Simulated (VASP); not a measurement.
# GdVH3 (Pm-3m) in VASP: further runs

GdVH3 is run at these levels: PBE; tasks: single point, relaxation of cell and atoms.

Program: VASP 6.6.1. These are calculated values, not measurements. Logs are shortened: lines on timing, memory, paths and dates and some standing lists are left out, and cuts for length are marked.

### 1 The cell of the first run

It takes space group Pm-3m (No. 221, cubic). Conventional cell: a = 3.660 Å, b = 3.660 Å, c = 3.660 Å, α = 90.00°, β = 90.00°, γ = 90.00°. V (site symmetry m-3m) has 6 H at 1.83 Å within 2.4 Å. H (site symmetry 4/mmm) has 2 V at 1.83 Å within 2.4 Å. Gd (site symmetry m-3m) has 12 H at 2.59 Å and 8 V at 3.17 Å within 3.4 Å.

### 2 Single point, PBE, collinear spin, ferrimagnetic start

INCAR

```
PREC = Accurate
ENCUT = 520
EDIFF = 1E-6
ISMEAR = 1
SIGMA = 0.0479
LREAL = False
LASPH = True
NELM = 150
ALGO = Normal
ISIF = 2
LWAVE = False
LCHARG = False
ISPIN = 2
MAGMOM = 0.4 0 0 0 -6.9
LORBIT = 11
LMAXMIX = 6
GGA = PE
NBANDS = 29
```

KPOINTS

```
Automatic mesh
0
Gamma
  5 5 5
```

POSCAR

```
GdVH3
1.0
    3.6600661076      0.0000000000      0.0000000000
    0.0000000000      3.6600661076      0.0000000000
    0.0000000000      0.0000000000      3.6600661076
V H Gd
1 3 1
Direct
    0.0000000000      0.0000000000      0.0000000000
    0.5000000000      0.0000000000      0.0000000000
    0.0000000000      0.5000000000      0.0000000000
    0.0000000000      0.0000000000      0.5000000000
    0.5000000000      0.5000000000      0.5000000000
```

Potentials or basis: VASP PAW PBE potentials, release 64 (V_sv, H, Gd).

Launch:

```
> cat potpaw_PBE.64/V_sv/POTCAR potpaw_PBE.64/H/POTCAR potpaw_PBE.64/Gd/POTCAR > POTCAR
> mpirun -np 1 vasp_std > vasp.out
```

OUTCAR:

```text
PREC = Accurate
   ENCUT = 520
   EDIFF = 1E-6
   ISMEAR = 1
   LREAL = False
   LASPH = True
   NELM = 150
   ISIF = 2
   ISPIN = 2
   LORBIT = 11
   GGA = PE

 ion  position               nearest neighbor table
   1  0.000  0.000  0.000-   2 1.83   3 1.83   4 1.83   4 1.83   3 1.83   2 1.83   5 3.17   5 3.17
                             5 3.17   5 3.17   5 3.17   5 3.17   5 3.17   5 3.17
   2  0.500  0.000  0.000-   1 1.83   1 1.83
   3  0.000  0.500  0.000-   1 1.83   1 1.83
   4  0.000  0.000  0.500-   1 1.83   1 1.83
   5  0.500  0.500  0.500-   1 3.17   1 3.17   1 3.17   1 3.17   1 3.17   1 3.17   1 3.17   1 3.17

  LATTYP: Found a simple cubic cell.
 ALAT       =     3.6600661076

  Lattice vectors:

 A1 = (   3.6600661076,   0.0000000000,   0.0000000000)
 A2 = (   0.0000000000,   3.6600661076,   0.0000000000)
 A3 = (   0.0000000000,   0.0000000000,   3.6600661076)

Analysis of symmetry for initial positions (statically):
=====================================================================
 Subroutine PRICEL returns:
 Original cell was already a primitive cell.

 Routine SETGRP: Setting up the symmetry group for a
 simple cubic supercell.

 Subroutine GETGRP returns: Found 48 space group operations
 (whereof 48 operations were pure point group operations)
 out of a pool of 48 trial point group operations.

The static configuration has the point symmetry O_h .

Analysis of symmetry for dynamics (positions and initial velocities):
=====================================================================
 Subroutine PRICEL returns:
 Original cell was already a primitive cell.

 Routine SETGRP: Setting up the symmetry group for a
 simple cubic supercell.

 Subroutine GETGRP returns: Found 48 space group operations
 (whereof 48 operations were pure point group operations)
 out of a pool of 48 trial point group operations.

The dynamic configuration has the point symmetry O_h .

Analysis of structural, dynamic, and magnetic symmetry:
=====================================================================
 Subroutine PRICEL returns:
 Original cell was already a primitive cell.

 Routine SETGRP: Setting up the symmetry group for a
 simple cubic supercell.

 Subroutine GETGRP returns: Found 48 space group operations
 (whereof 48 operations were pure point group operations)
 out of a pool of 48 trial point group operations.

The overall configuration has the point symmetry O_h .

 Subroutine INISYM returns: Found 48 space group operations
 (whereof 48 operations are pure point group operations),
 and found     1 'primitive' translations

----------------------------------------------------------------------------------------

                                     Primitive cell

  volume of cell :      49.0306

  direct lattice vectors                    reciprocal lattice vectors
     3.660066108  0.000000000  0.000000000     0.273219109  0.000000000  0.000000000
     0.000000000  3.660066108  0.000000000     0.000000000  0.273219109  0.000000000
     0.000000000  0.000000000  3.660066108     0.000000000  0.000000000  0.273219109

  length of vectors
     3.660066108  3.660066108  3.660066108     0.273219109  0.273219109  0.273219109

  position of ions in fractional coordinates (direct lattice)
     0.000000000  0.000000000  0.000000000
     0.500000000  0.000000000  0.000000000
     0.000000000  0.500000000  0.000000000
     0.000000000  0.000000000  0.500000000
     0.500000000  0.500000000  0.500000000

  ion indices of the primitive-cell ions
   primitive index   ion index
                 1           1
                 2           2
                 3           3
                 4           4
                 5           5

----------------------------------------------------------------------------------------

 KPOINTS: Automatic mesh

Automatic generation of k-mesh.
 Grid dimensions read from file:
[... 25 lines left out ...]
  0.200000  0.200000  0.000000     12.000000
  0.400000  0.200000  0.000000     24.000000
  0.400000  0.400000  0.000000     12.000000
  0.200000  0.200000  0.200000      8.000000
  0.400000  0.200000  0.200000     24.000000
  0.400000  0.400000  0.200000     24.000000
  0.400000  0.400000  0.400000      8.000000
   k-points           NKPTS =     10   k-points in BZ     NKDIM =     10   number of bands    NBANDS=     29
   number of dos      NEDOS =    301   number of ions     NIONS =      5
   total plane-waves  NPLWV =  21952
   dimension x,y,z NGX =    28 NGY =   28 NGZ =   28
   dimension x,y,z NGXF=    56 NGYF=   56 NGZF=   56
   ions per type =               1   3   1
   NGX,Y,Z   is equivalent  to a cutoff of  12.72, 12.72, 12.72 a.u.
   NGXF,Y,Z  is equivalent  to a cutoff of  25.44, 25.44, 25.44 a.u.
 SYSTEM =  unknown system
   PREC   = accura    normal or accurate (medium, high low for compatibility)
   ISTART =      0    job   : 0-new  1-cont  2-samecut
   ICHARG =      2    charge: 1-file 2-atom 10-const
   ISPIN  =      2    spin polarized calculation?
   LNONCOLLINEAR =      F non collinear calculations
   LSORBIT =      F    spin-orbit coupling
   LASPH  =      T    aspherical Exc in radial PAW
   ENCUT  =  520.0 eV  38.22 Ry    6.18 a.u.   6.81  6.81  6.81*2*pi/ulx,y,z
   NELM   =    150;   NELMIN=  2; NELMDL= -5     # of ELM steps
   EDIFF  = 0.1E-05   stopping-criterion for ELM
   LREAL  =      F    real-space projection
   EDIFFG = 0.1E-04   stopping-criterion for IOM
   NSW    =      0    number of steps for IOM
   IBRION =     -1    ionic relax: 0-MD 1-quasi-New 2-CG
   NFREE  =      0    steps in history (QN), initial steepest desc. (CG)
   ISIF   =      2    stress and relaxation
   ISYM   =      2    0-nonsym 1-usesym 2-fastsym
   POTIM  = 0.5000    time-step for ionic-motion
   TEBEG  =    0.0;   TEEND  =   0.0 temperature during run
   PSTRESS=    0.0 pullay stress
   NELECT =      34.0000    total number of electrons
   NUPDOWN=      -1.0000    fix difference up-down
   EMIN   =  10.00;   EMAX   =-10.00  energy-range for DOS
   EFERMI =   0.00;   METHOD = LEGACY
   ISMEAR =     1;   SIGMA  =   0.05  broadening in eV -4-tet -1-fermi 0-gaus
   EFERMI_NEDOS =   21; number of points for ismear=-14 and -15
   IALGO  =     38    algorithm
   IMIX   =      4    mixing-type and parameters
     AMIX     =   0.40;   BMIX     =  1.00
     AMIX_MAG =   1.60;   BMIX_MAG =  1.00
  volume/ion in A,a.u.               =       9.81        66.17
  Fermi-wavevector in a.u.,A,eV,Ry     =   1.449035  2.738279 28.568186  2.099702
  Thomas-Fermi vector in A             =   2.566808
   LORBIT       =     11    0 simple, 1 ext, 2 COOP (PROOUT), +10 PAW based schemes
   GGA     = PE    functional components
   LHFCALC =     F    Hartree Fock is set to
   AEXX    =    0.0000 exact exchange contribution
   IVDW    =     0    specifies the selected vdW correction
   LEPSILON=     F    determine dielectric tensor
   LRPA    =     F    only Hartree local field effects (RPA)
 spin polarized calculation
 Methfessel and Paxton  Order N= 1 SIGMA  =   0.05
  energy-cutoff  :      520.00
  volume of cell :       49.03
 maximum number of plane-waves:      1357
 NGX is ok and might be reduce to    28
   NGX = 13   NGY = 13   NGZ = 13

 number of electron      34.0000020 magnetization      -6.6285001

 Free energy of the ion-electron system (eV)
  ---------------------------------------------------
  ext. energy  EPLUGINS =         0.00000000
  ---------------------------------------------------
  free energy    TOTEN  =       -32.33926335 eV

  energy without entropy =      -32.33925534  energy(sigma->0) =      -32.33926068

 E-fermi :   5.5049     XC(G=0): -11.4273

 val. band max:        5.4998811907   @ k =   0.4000   0.0000   0.0000
 cond. band min:       5.5777897995   @ k =   0.2000   0.0000   0.0000
 fundamental gap:      0.0779086088
 Fermi energy:         5.5049426921

 spin component 1

 k-point     1 :       0.0000    0.0000    0.0000
  band No.  band energies     occupation
      1     -58.4301      1.00000
      2     -36.1796      1.00000
      3     -32.3268      1.00000
      4     -32.3268      1.00000
      5     -32.3268      1.00000
      6     -14.3593      1.00000
[... 309 lines left out ...]
     28      12.5925      0.00000
     29      12.5925      0.00000
 Fermi energy:         5.5049426921

 spin component 2

 k-point     1 :       0.0000    0.0000    0.0000
  band No.  band energies     occupation
      1     -57.9410      1.00000
      2     -39.3231      1.00000
      3     -31.8429      1.00000
      4     -31.8429      1.00000
      5     -31.8429      1.00000
      6     -16.6106      1.00000
[... 309 lines left out ...]
     28      11.6931      0.00000
     29      11.6932      0.00000

------------------------ aborting loop because EDIFF is reached ----------------------------------------

  FORCE on cell =-STRESS in cart. coord.  units (eV):
  Direction    XX          YY          ZZ          XY          YZ          ZX
  --------------------------------------------------------------------------------------
  -------------------------------------------------------------------------------------
  Total       -0.0116894     -0.0116894     -0.0116894      0.0000000      0.0000000      0.0000000
  in kB       -0.3819760     -0.3819760     -0.3819760      0.0000000      0.0000000      0.0000000
  external PRESSURE =      -0.3819760 kB  Pullay stress =       0.0000000 kB

 VOLUME and BASIS-vectors are now :
 -----------------------------------------------------------------------------
  energy-cutoff  :      520.00
  volume of cell :       49.03
      direct lattice vectors                 reciprocal lattice vectors
     3.660066108  0.000000000  0.000000000     0.273219109  0.000000000  0.000000000
     0.000000000  3.660066108  0.000000000     0.000000000  0.273219109  0.000000000
     0.000000000  0.000000000  3.660066108     0.000000000  0.000000000  0.273219109

 POSITION                                       TOTAL-FORCE (eV/Angst)
 -----------------------------------------------------------------------------------
      0.00000      0.00000      0.00000         0.000000      0.000000      0.000000
      1.83003      0.00000      0.00000         0.000000      0.000000      0.000000
      0.00000      1.83003      0.00000         0.000000      0.000000      0.000000
      0.00000      0.00000      1.83003         0.000000      0.000000      0.000000
      1.83003      1.83003      1.83003         0.000000      0.000000      0.000000
 -----------------------------------------------------------------------------------
    total drift:                                0.000000      0.000000      0.000000

  FREE ENERGIE OF THE ION-ELECTRON SYSTEM (eV)
  ---------------------------------------------------
  free  energy   TOTEN  =       -32.3392633526 eV

  energy  without entropy=      -32.3392553365  energy(sigma->0) =      -32.33926068

 total charge

# of ion       s       p       d       f       tot
--------------------------------------------------
    1        2.212   6.167   3.267   0.000  11.646
    2        0.545   0.016   0.000   0.000   0.561
    3        0.545   0.016   0.000   0.000   0.561
    4        0.545   0.016   0.000   0.000   0.561
    5        2.035   5.620   0.565   7.019  15.238
--------------------------------------------------
tot          5.883  11.834   3.831   7.019  28.568

 magnetization (x)

# of ion       s       p       d       f       tot
--------------------------------------------------
    1        0.005   0.000   0.511   0.000   0.516
    2        0.004  -0.001   0.000   0.000   0.004
    3        0.004  -0.001   0.000   0.000   0.004
    4        0.004  -0.001   0.000   0.000   0.004
    5        0.002   0.077  -0.135  -6.774  -6.830
--------------------------------------------------
tot          0.020   0.076   0.376  -6.774  -6.302
```

Wall time 67 s (1 thread of Intel Xeon Platinum 8259CL at 2.50GHz (Skylake/Cascade Lake), shared host); peak memory 0.19 GiB.

Results:

| Quantity | Value |
| --- | --- |
| Free energy | -32.3393 eV |
| Pressure | 0.0 GPa |
| Net moment | -6.63 μB per cell |
| Site moments | V +0.52; H +0.00; Gd -6.83 μB |
| Valence electrons inside the program's atomic spheres | V 11.65; H 0.56; Gd 15.24 |

Levels at points of the mesh, in eV from the Fermi level:
Spin up:
| k point | band 12 | band 13 | band 14 | band 15 | band 16 | band 17 |
| --- | --- | --- | --- | --- | --- | --- |
| (0.00, 0.00, 0.00) | 0.26 | 0.26 | 0.26 | 0.91 | 0.91 | 0.91 |
Spin down:
| k point | band 16 | band 17 | band 18 | band 19 | band 20 | band 21 | band 22 | band 23 | band 24 | band 25 |
| --- | --- | --- | --- | --- | --- | --- | --- | --- | --- | --- |
| (0.00, 0.00, 0.00) | -4.32 | -4.32 | -4.29 | 0.64 | 0.64 | 0.64 | 1.94 | 1.94 | 5.02 | 5.02 |

Caveat: spin-orbit coupling is left out, which moves the levels of the heavy elements; without U or exact exchange the open f shell lies at the Fermi level, which spoils levels, moments and volumes. The state reached can hang on the start; a lower one may exist.

### 3 Relaxation of cell and atoms, PBE, collinear spin, ferrimagnetic start

INCAR

```
SYSTEM = GdVH3
ALGO = Normal ; EDIFF = 1E-7
EDIFFG = -0.01 ; ENCUT = 600
GGA = PE ; IBRION = 2
ISIF = 3 ; ISMEAR = 1
ISPIN = 2 ; LASPH = .True.
LCHARG = .False. ; LMAXMIX = 6
LORBIT = 11 ; LREAL = .False.
LWAVE = .False. ; MAGMOM = 0.4 0 0 0 -6.9
NELM = 150 ; NSW = 60
PREC = Accurate ; SIGMA = 0.0479
```

KPOINTS

```
k-points
0
Gamma
  5 5 5
  0 0 0
```

Changes to POSCAR since step 2:

```diff
@@ -2,5 +2,5 @@
 1.0
-    3.6600661076      0.0000000000      0.0000000000
-    0.0000000000      3.6600661076      0.0000000000
-    0.0000000000      0.0000000000      3.6600661076
+    3.6615011500      0.0000000000      0.0000000000
+    0.0000000000      3.6615011500      0.0000000000
+    0.0000000000      0.0000000000      3.6615011500
 V H Gd
```

Potentials or basis: VASP PAW PBE potentials, release 64 (V_sv, H, Gd).

Launch:

```
> cat potpaw_PBE.64/V_sv/POTCAR potpaw_PBE.64/H/POTCAR potpaw_PBE.64/Gd/POTCAR > POTCAR
> mpirun -np 1 vasp_std > vasp.out
```

It took 82 s on 1 thread of Intel Xeon Platinum 8259CL at 2.50GHz (Skylake/Cascade Lake), shared host; peak memory 0.21 GiB.

The run converged. Its results:

| Quantity | Value |
| --- | --- |
| Free energy | -32.3432 eV |
| Pressure after relaxing | -0.1 GPa |
| Net moment | -6.63 μB per cell |
| Site moments | V +0.52; H +0.00; Gd -6.83 μB |
| Valence electrons inside the program's atomic spheres | V 11.64; H 0.56; Gd 15.24 |

Final structure:
```
CELL_PARAMETERS angstrom
3.66150 0.00000 0.00000
0.00000 3.66150 0.00000
0.00000 0.00000 3.66150
ATOMIC_POSITIONS crystal
V 0.00000 0.00000 0.00000
H 0.50000 0.00000 0.00000
H 0.00000 0.50000 0.00000
H 0.00000 0.00000 0.50000
Gd 0.50000 0.50000 0.50000
```

Levels at points of the mesh, in eV from the Fermi level:
Spin up:
| k point | band 12 | band 13 | band 14 | band 15 | band 16 | band 17 |
| --- | --- | --- | --- | --- | --- | --- |
| (0.00, 0.00, 0.00) | 0.26 | 0.26 | 0.26 | 0.91 | 0.91 | 0.91 |
Spin down:
| k point | band 17 | band 18 | band 19 | band 20 | band 21 | band 22 | band 23 | band 24 |
| --- | --- | --- | --- | --- | --- | --- | --- | --- |
| (0.00, 0.00, 0.00) | -4.33 | -4.30 | 0.64 | 0.64 | 0.64 | 1.94 | 1.94 | 5.01 |

Caveat: the relaxation stopped at its first step, so nothing moved; spin-orbit coupling is left out, which moves the levels of the heavy elements; without U or exact exchange the open f shell lies at the Fermi level, which spoils levels, moments and volumes.

(Continued in part 2 of 2.)
